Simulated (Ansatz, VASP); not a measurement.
# Lu: VASP beside Ansatz

File INCAR:

```
PREC = Accurate ; ENCUT = 520
EDIFF = 1E-7 ; ISMEAR = -1
SIGMA = 0.1 ; LREAL = F
LASPH = T ; NELM = 100
ALGO = Normal ; ISIF = 2
LWAVE = F ; LCHARG = F
GGA = RE ; NBANDS = 18
```

KPOINTS

```
Automatic mesh
0
Gamma
  11 11 11
```

File POSCAR:

```
Lu
1.0
    3.2071879645      0.0000000000      0.0000000000
    0.0000000000      3.2071879645      0.0000000000
    0.0000000000      0.0000000000      3.2071879645
Lu
1
Direct
    0.0000000000      0.0000000000      0.0000000000
```

Input for Ansatz:

```yaml
crystal:
  lattice:
    - [3.2071879645, 0.0, 0.0]
    - [0.0, 3.2071879645, 0.0]
    - [0.0, 0.0, 3.2071879645]
  atoms:
    - { symbol: Lu, position: [0.0, 0.0, 0.0] }
hamiltonian:
  xc: revpbe
  pseudopotentials:
    kind: paw
    azcp:
      Lu: "pseudopotentials/Lu.paw.azcp"
basis:
  ecutwfc: 420
  fft_grid_basis: typed
kpoints:
  mp_grid: { grid: [11, 11, 11], shift: [0, 0, 0] }
magnetization:
  spin_polarized: false
scf:
  occupations: { method: fermi_dirac, width: 0.1 }
  lower_state_search: "off"
output:
  stress: true
```

Alike in both runs: task single point; functional revPBE; k mesh 11 × 11 × 11; occupations fermi-dirac, width 0.1 eV; no spin polarisation.

|  | VASP | Ansatz |
| --- | --- | --- |
| version | VASP 6.6.1 | Ansatz 0.2.0 |
| potentials or method | VASP PAW PBE potentials, release 64 (Lu), cutoff 520 eV | plane waves (420 eV) with PAW, scalar-relativistic |
| valence electrons in the cell | 25 | 25 |

|  | VASP | Ansatz | Ansatz less VASP |
| --- | --- | --- | --- |
| pressure (GPa) | 1.2 | 1.1 | -0.07 |

VASP's potentials were made for PBE, not for revPBE.

Neither program's run includes spin-orbit coupling.
